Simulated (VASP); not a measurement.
Runs of VASP 6.6.1 on SiC. The structure is that of space group Imm2 (No. 44), or close to it. The cells are those of the table. 

```csv
cell,gap on the mesh (eV),pressure (GPa),largest force (eV/Å)
"a = 3.254, b = 3.083, c = 3.083 Å, angles 56.3, 58.1, 58.1°, 2 atoms",(b),3.6,0.89
"a = 3.282, b = 3.084, c = 3.084 Å, angles 55.6, 57.8, 57.8°, 2 atoms",(a),4.9,1.06
"a = 2.849, b = 3.085, c = 3.085 Å, angles 64.9, 62.5, 62.5°, 2 atoms",0.50,6.5,1.23
"a = 3.225, b = 3.082, c = 3.082 Å, angles 56.9, 58.5, 58.5°, 2 atoms",1.10,2.4,0.73
```

Alike in all rows: task single point; level r2SCAN; potentials or basis VASP PAW PBE potentials, release 64 (Si, C); no spin polarisation; k mesh 10 × 10 × 10; cutoff (eV) 520; smearing gaussian 0.05 eV.

Question: Fill in the values left out.

Answer: (a) 0.71; (b) 0.91.

Caveats: the PAW data sets were made with another functional, which shifts forces and pressure a little; the cell stands under pressure (at least some runs).

A k mesh can miss the band edges.
